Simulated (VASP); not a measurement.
# Sb (P6_3/mmc) in VASP: further runs

Sb is run at these levels: PBEsol, RPBE+D4; tasks: single point.

Everything below comes from runs of VASP 6.6.1. Logs are shortened: lines on timing, memory, paths and dates and some standing lists are left out, and cuts for length are marked.

## Step 1: The cell of the first run

The structure is hexagonal, space group P6_3/mmc (No. 194). Conventional cell: a = 3.355 Å, b = 3.355 Å, c = 5.470 Å, α = 90.00°, β = 90.00°, γ = 120.00°. Within 4.4 Å of Sb (site symmetry -6m2) lie 12 Sb at 3.35 Å.

## Step 2: Single point, PBEsol, non-collinear spin, zero start, spin-orbit coupling

File INCAR:

```
ALGO     = Normal         # electronic algorithm
EDIFF    = 1E-6           # SCF threshold, eV
ENCUT    = 520            # plane-wave cutoff, eV
GGA      = PS             # functional
GGA_COMPAT= F            
ISIF     = 2              # what is computed and relaxed
ISMEAR   = -1             # smearing method
LASPH    = T              # aspherical terms in the spheres
LCHARG   = F              # write CHGCAR
LORBIT   = 11             # projections on sites
LORBMOM  = T            
LREAL    = F              # projectors in reciprocal space
LSORBIT  = T              # spin-orbit coupling
LWAVE    = F              # write WAVECAR
MAGMOM   = 0 0 0 0 0 0    # initial moments
NBANDS   = 22             # bands
NELM     = 150            # most SCF steps
PREC     = Accurate       # precision mode
SIGMA    = 0.05           # smearing width, eV
```

File KPOINTS:

```
k-points
0
Gamma
  7 7 4
```

File POSCAR:

```
Sb
1.0
    3.3545324186      0.0000000000      0.0000000000
   -1.6772662093      2.9051102923      0.0000000000
    0.0000000000      0.0000000000      5.4701606500
Sb
2
Direct
    0.6666666667      0.3333333333      0.7500000000
    0.3333333333      0.6666666667      0.2500000000
```

Potentials or basis: VASP PAW PBE potentials, release 64 (Sb).

Run with:

```console
cat potpaw_PBE.64/Sb/POTCAR > POTCAR
mpirun -np 1 vasp_ncl > vasp.out
```

OUTCAR:

```text
EDIFF = 1E-6
   ENCUT = 520
   GGA = PS
   ISIF = 2
   ISMEAR = -1
   LASPH = T
   LORBIT = 11
   LREAL = F
   LSORBIT = T
   NELM = 150
   PREC = Accurate

 ion  position               nearest neighbor table
   1  0.667  0.333  0.750-   2 3.35   2 3.35   2 3.35   2 3.35   2 3.35   2 3.35
   2  0.333  0.667  0.250-   1 3.35   1 3.35   1 3.35   1 3.35   1 3.35   1 3.35

  LATTYP: Found a hexagonal cell.
 ALAT       =     3.3545324186
 C/A-ratio  =     1.6306775334

  Lattice vectors:

 A1 = (   3.3545324186,   0.0000000000,   0.0000000000)
 A2 = (  -1.6772662093,   2.9051102923,   0.0000000000)
 A3 = (   0.0000000000,   0.0000000000,   5.4701606500)

Analysis of symmetry for initial positions (statically):
=====================================================================
 Subroutine PRICEL returns:
 Original cell was already a primitive cell.

 Routine SETGRP: Setting up the symmetry group for a
 hexagonal supercell.

 Subroutine GETGRP returns: Found 24 space group operations
 (whereof 12 operations were pure point group operations)
 out of a pool of 24 trial point group operations.

The static configuration has the point symmetry D_3d.
 The point group associated with its full space group is D_6h.

Analysis of symmetry for dynamics (positions and initial velocities):
=====================================================================
 Subroutine PRICEL returns:
 Original cell was already a primitive cell.

 Routine SETGRP: Setting up the symmetry group for a
 hexagonal supercell.

 Subroutine GETGRP returns: Found 24 space group operations
 (whereof 12 operations were pure point group operations)
 out of a pool of 24 trial point group operations.

The dynamic configuration has the point symmetry D_3d.
 The point group associated with its full space group is D_6h.

Analysis of structural, dynamic, and magnetic symmetry:
=====================================================================
 Subroutine PRICEL returns:
 Original cell was already a primitive cell.

 Routine SETGRP: Setting up the symmetry group for a
 hexagonal supercell.

 Subroutine GETGRP returns: Found 24 space group operations
 (whereof 12 operations were pure point group operations)
 out of a pool of 24 trial point group operations.

The overall configuration has the point symmetry D_3d.
 The point group associated with its full space group is D_6h.

 Subroutine INISYM returns: Found 24 space group operations
 (whereof 12 operations are pure point group operations),
 and found     1 'primitive' translations

----------------------------------------------------------------------------------------

                                     Primitive cell

  volume of cell :      53.3083

  direct lattice vectors                    reciprocal lattice vectors
     3.354532419  0.000000000  0.000000000     0.298104139  0.172110505  0.000000000
    -1.677266209  2.905110292  0.000000000     0.000000000  0.344221010  0.000000000
     0.000000000  0.000000000  5.470160650     0.000000000  0.000000000  0.182809987

  length of vectors
     3.354532419  3.354532419  5.470160650     0.344221010  0.344221010  0.182809987

  position of ions in fractional coordinates (direct lattice)
     0.666666667  0.333333333  0.750000000
     0.333333333  0.666666667  0.250000000

  ion indices of the primitive-cell ions
   primitive index   ion index
                 1           1
                 2           2

----------------------------------------------------------------------------------------

 KPOINTS: k-points

Automatic generation of k-mesh.
 Grid dimensions read from file:
 generate k-points for:    7    7    4

 Generating k-lattice:

  Cartesian coordinates                     Fractional coordinates (reciprocal lattice)
     0.042586306  0.024587215  0.000000000     0.142857143  0.000000000  0.000000000
     0.000000000  0.049174430  0.000000000     0.000000000  0.142857143  0.000000000
     0.000000000  0.000000000  0.045702497     0.000000000  0.000000000  0.250000000

  Length of vectors
     0.049174430  0.049174430  0.045702497

  Shift w.r.t. Gamma in fractional coordinates (k-lattice)
     0.000000000  0.000000000  0.000000000

 Subroutine IBZKPT returns following result:
 ===========================================

 Found     24 irreducible k-points:

 Following reciprocal coordinates:
[... 53 lines left out ...]
   PSTRESS=    0.0 pullay stress
   NELECT =      10.0000    total number of electrons
   NUPDOWN=      -1.0000    fix difference up-down
   EMIN   =  10.00;   EMAX   =-10.00  energy-range for DOS
   EFERMI =   0.00;   METHOD = LEGACY
   ISMEAR =    -1;   SIGMA  =   0.05  broadening in eV -4-tet -1-fermi 0-gaus
   EFERMI_NEDOS =   21; number of points for ismear=-14 and -15
   IALGO  =     38    algorithm
   IMIX   =      4    mixing-type and parameters
     AMIX     =   0.40;   BMIX     =  1.00
     AMIX_MAG =   1.60;   BMIX_MAG =  1.00
  volume/ion in A,a.u.               =      26.65       179.87
  Fermi-wavevector in a.u.,A,eV,Ry     =   0.937152  1.770960 11.949364  0.878253
  Thomas-Fermi vector in A             =   2.064234
   LORBIT       =     11    0 simple, 1 ext, 2 COOP (PROOUT), +10 PAW based schemes
   GGA     = PS    functional components
   LHFCALC =     F    Hartree Fock is set to
   AEXX    =    0.0000 exact exchange contribution
   IVDW    =     0    specifies the selected vdW correction
   LEPSILON=     F    determine dielectric tensor
   LRPA    =     F    only Hartree local field effects (RPA)
  energy-cutoff  :      520.00
  volume of cell :       53.31
 maximum number of plane-waves:      2908
 NGX is ok and might be reduce to    28
   NGX = 13   NGY = 13   NGZ = 21

 number of electron      10.0000000 magnetization       0.0000000     -0.0000000      0.0000000

 number of electron      10.0000000 magnetization       0.0000000      0.0000000      0.0000000

 number of electron      10.0000000 magnetization       0.0000000     -0.0000000     -0.0000000

 Free energy of the ion-electron system (eV)
  ---------------------------------------------------
  ext. energy  EPLUGINS =         0.00000000
  ---------------------------------------------------
  free energy    TOTEN  =        -8.81192643 eV

  energy without entropy =       -8.79766070  energy(sigma->0) =       -8.80479357

 E-fermi :   8.3597     XC(G=0): -10.3743

 val. band max:        8.2945953970   @ k =   0.1429   0.1429   0.0000
 cond. band min:       8.3714691906   @ k =   0.4286   0.1429   0.0000
 fundamental gap:      0.0768737936
 Fermi energy:         8.3596618446

 k-point     1 :       0.0000    0.0000    0.0000
  band No.  band energies     occupation
      1      -4.5027      1.00000
      2      -4.5027      1.00000
      3      -0.6689      1.00000
      4      -0.6689      1.00000
      5       2.6005      1.00000
      6       2.6005      1.00000
[... 589 lines left out ...]
     21      17.0013      0.00000
     22      17.0014      0.00000

------------------------ aborting loop because EDIFF is reached ----------------------------------------

  FORCE on cell =-STRESS in cart. coord.  units (eV):
  Direction    XX          YY          ZZ          XY          YZ          ZX
  --------------------------------------------------------------------------------------
  -------------------------------------------------------------------------------------
  Total       -0.2080097     -0.2080097     -0.7320778      0.0000000      0.0000000      0.0000000
  in kB       -6.2517199     -6.2517199    -22.0025555      0.0000000      0.0000000      0.0000000
  external PRESSURE =     -11.5019984 kB  Pullay stress =       0.0000000 kB

 VOLUME and BASIS-vectors are now :
 -----------------------------------------------------------------------------
  energy-cutoff  :      520.00
  volume of cell :       53.31
      direct lattice vectors                 reciprocal lattice vectors
     3.354532419  0.000000000  0.000000000     0.298104139  0.172110505  0.000000000
    -1.677266209  2.905110292  0.000000000     0.000000000  0.344221010  0.000000000
     0.000000000  0.000000000  5.470160650     0.000000000  0.000000000  0.182809987

 POSITION                                       TOTAL-FORCE (eV/Angst)
 -----------------------------------------------------------------------------------
      1.67727      0.96837      4.10262        -0.000000      0.000000      0.000000
     -0.00000      1.93674      1.36754         0.000000     -0.000000      0.000000
 -----------------------------------------------------------------------------------
    total drift:                                0.000000     -0.000000      0.000000

  FREE ENERGIE OF THE ION-ELECTRON SYSTEM (eV)
  ---------------------------------------------------
  free  energy   TOTEN  =        -8.8119264339 eV

  energy  without entropy=       -8.7976606961  energy(sigma->0) =       -8.80479357

 orbital moment (x)

 # of ion     p       d       tot
 ----------------------------------------
  1         0.000  -0.000   0.000
  2         0.000  -0.000   0.000
 ----------------------------------------
            0.000  -0.000   0.000

 orbital moment (y)

 # of ion     p       d       tot
 ----------------------------------------
  1        -0.000   0.000  -0.000
  2         0.000   0.000   0.000
 ----------------------------------------
            0.000   0.000   0.000

 orbital moment (z)

 # of ion     p       d       tot
 ----------------------------------------
  1         0.000   0.000   0.000
  2         0.000   0.000   0.000
 ----------------------------------------
            0.000   0.000   0.000

 Spin-Orbit-Coupling matrix elements

 Ion:    1  E_soc:     -0.1408717
 l=   1
     0.0000000    -0.0238440    -0.0220168
    -0.0238440     0.0000000    -0.0238440
    -0.0220168    -0.0238440     0.0000000
 l=   2
     0.0000000    -0.0000499     0.0000000    -0.0000499    -0.0002195
    -0.0000499     0.0000000    -0.0001396    -0.0000327    -0.0000499
     0.0000000    -0.0001396     0.0000000    -0.0001396     0.0000000
    -0.0000499    -0.0000327    -0.0001396     0.0000000    -0.0000499
    -0.0002195    -0.0000499     0.0000000    -0.0000499     0.0000000
 l=   3
     0.0000000     0.0000000     0.0000000     0.0000000     0.0000000     0.0000000     0.0000000
     0.0000000     0.0000000     0.0000000     0.0000000     0.0000000     0.0000000     0.0000000
     0.0000000     0.0000000     0.0000000     0.0000000     0.0000000     0.0000000     0.0000000
     0.0000000     0.0000000     0.0000000     0.0000000     0.0000000     0.0000000     0.0000000
     0.0000000     0.0000000     0.0000000     0.0000000     0.0000000     0.0000000     0.0000000
     0.0000000     0.0000000     0.0000000     0.0000000     0.0000000     0.0000000     0.0000000
     0.0000000     0.0000000     0.0000000     0.0000000     0.0000000     0.0000000     0.0000000

 Ion:    2  E_soc:     -0.1408717
 l=   1
     0.0000000    -0.0238440    -0.0220168
    -0.0238440     0.0000000    -0.0238440
    -0.0220168    -0.0238440     0.0000000
 l=   2
     0.0000000    -0.0000499     0.0000000    -0.0000499    -0.0002195
    -0.0000499     0.0000000    -0.0001396    -0.0000327    -0.0000499
     0.0000000    -0.0001396     0.0000000    -0.0001396     0.0000000
    -0.0000499    -0.0000327    -0.0001396     0.0000000    -0.0000499
    -0.0002195    -0.0000499     0.0000000    -0.0000499     0.0000000
 l=   3
     0.0000000     0.0000000     0.0000000     0.0000000     0.0000000     0.0000000     0.0000000
     0.0000000     0.0000000     0.0000000     0.0000000     0.0000000     0.0000000     0.0000000
     0.0000000     0.0000000     0.0000000     0.0000000     0.0000000     0.0000000     0.0000000
     0.0000000     0.0000000     0.0000000     0.0000000     0.0000000     0.0000000     0.0000000
     0.0000000     0.0000000     0.0000000     0.0000000     0.0000000     0.0000000     0.0000000
     0.0000000     0.0000000     0.0000000     0.0000000     0.0000000     0.0000000     0.0000000
     0.0000000     0.0000000     0.0000000     0.0000000     0.0000000     0.0000000     0.0000000

 total charge

# of ion       s       p       d       tot
------------------------------------------
    1        1.256   1.041   0.040   2.337
    2        1.256   1.041   0.040   2.337
--------------------------------------------------
tot          2.512   2.082   0.080   4.674

 magnetization (x)

# of ion       s       p       d       tot
------------------------------------------
    1        0.000  -0.000   0.000  -0.000
    2        0.000   0.000   0.000   0.000
--------------------------------------------------
tot          0.000   0.000   0.000   0.000

 magnetization (y)

# of ion       s       p       d       tot
------------------------------------------
    1        0.000   0.000   0.000   0.000
    2        0.000   0.000  -0.000  -0.000
--------------------------------------------------
tot          0.000   0.000   0.000   0.000

 magnetization (z)

# of ion       s       p       d       tot
------------------------------------------
    1        0.000   0.000   0.000   0.000
    2        0.000   0.000   0.000   0.000
--------------------------------------------------
tot          0.000   0.000   0.000   0.000
```

Run time: 31 s. Hardware: 1 thread of Intel Xeon Platinum 8488C (Sapphire Rapids), shared host; peak memory 0.31 GiB.

What came out:

```yaml
Free_energy: -8.8119 eV
Pressure: -1.2 GPa
Net_moment: 0.00 μB per cell
Valence_electrons_inside_the_program's_atomic_spheres: Sb 2.34
```

Moments on the atoms (μB; x, y, z):
```
Sb  0.00 0.00 0.00
Sb  0.00 0.00 0.00
```

Caveat: the PAW data sets were made with another functional, which shifts forces and pressure a little.

## Step 3: Single point, RPBE+D4

This run uses another cell than the first one, of 25.42 Å³/atom, 0.954 times its volume.

File INCAR:

```
SYSTEM = Sb
ALGO = Normal
EDIFF = 1E-6
ENCUT = 520
GGA = RP
ISIF = 2
ISMEAR = -1
IVDW = 13
LASPH = .TRUE.
LCHARG = .FALSE.
LREAL = .FALSE.
LWAVE = .FALSE.
NBANDS = 12
NELM = 80
PREC = Accurate
SIGMA = 0.05
```

File KPOINTS:

```
k-points
0
G
  9 9 5
  0 0 0
```

File POSCAR:

```
Sb
1.0
    3.3020939609      0.0000000000      0.0000000000
   -1.6510469805      2.8596972559      0.0000000000
    0.0000000000      0.0000000000      5.3832087388
Sb
2
Direct
    0.6666666667      0.3333333333      0.7500000000
    0.3333333333      0.6666666667      0.2500000000
```

Potentials or basis: VASP PAW PBE potentials, release 64 (Sb).

Run with:

```console
cat potpaw_PBE.64/Sb/POTCAR > POTCAR
mpirun -np 1 vasp_std > vasp.out
```

Wall time 9.1 s (1 thread of Intel Xeon 6975P-C (Granite Rapids), shared host); peak memory 0.17 GiB.

It converged, with:

```yaml
Free_energy: -9.1286 eV
Pressure: -0.2 GPa
Band_gap_on_the_k_mesh: zero (band 5 reaches 13.85 eV, above the bottom of band 6 at 6.45 eV)
Dispersion_energy_per_atom: -1.124 eV
```

Levels at points of the mesh, in eV from the Fermi level:
| k point | band 2 | band 3 | band 4 | band 5 | band 6 | band 7 | band 8 | band 9 |
| --- | --- | --- | --- | --- | --- | --- | --- | --- |
| (0.00, 0.00, 0.00) | -9.17 | -6.12 | 3.94 | 3.94 | 5.70 | 5.70 | 6.00 | 8.00 |

Caveat: the PAW data sets were made with another functional, which shifts forces and pressure a little; spin-orbit coupling is left out, which moves the levels of the heavy elements; pairwise dispersion overbinds metals, which lowers pressure and volume.
